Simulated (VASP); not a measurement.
B:

```
B
1.0
     2.44925    1.41407    4.18169
    -2.44925    1.41407    4.18169
     0.00000   -2.82815    4.18169
B
12
Direct
  0.01028 0.65407 0.01028
  0.01028 0.01028 0.65407
  0.65407 0.01028 0.01028
  0.98972 0.34593 0.98972
  0.34593 0.98972 0.98972
  0.98972 0.98972 0.34593
  0.22104 0.63061 0.22104
  0.22104 0.22104 0.63061
  0.63061 0.22104 0.22104
  0.77896 0.36939 0.77896
  0.36939 0.77896 0.77896
  0.77896 0.77896 0.36939
```

Base run:

```yaml
Program: VASP 6.6.1
Functional: HSE06
Potentials_or_basis: VASP PAW PBE potentials, release 64 (B)
Cutoff: 520 eV
k_mesh: 5 × 5 × 5
Occupations: fermi-dirac, width 0.01 eV
Spin: no spin polarisation
```

Its results: band gap on the k mesh 2.06 eV (least direct gap 2.41 eV); pressure -3.1 GPa; largest force 0.136 eV/Å.

Q: The run is repeated on the same cell with these changes: functional from HSE06 to PBE0. What comes out?

A: Band gap on the k mesh 2.74 eV (least direct gap 3.10 eV); pressure -3.3 GPa; largest force 0.145 eV/Å.

Caveats: the cell stands under tension; the PAW data sets were made with another functional, which shifts forces and pressure a little.

A k mesh can miss the band edges.
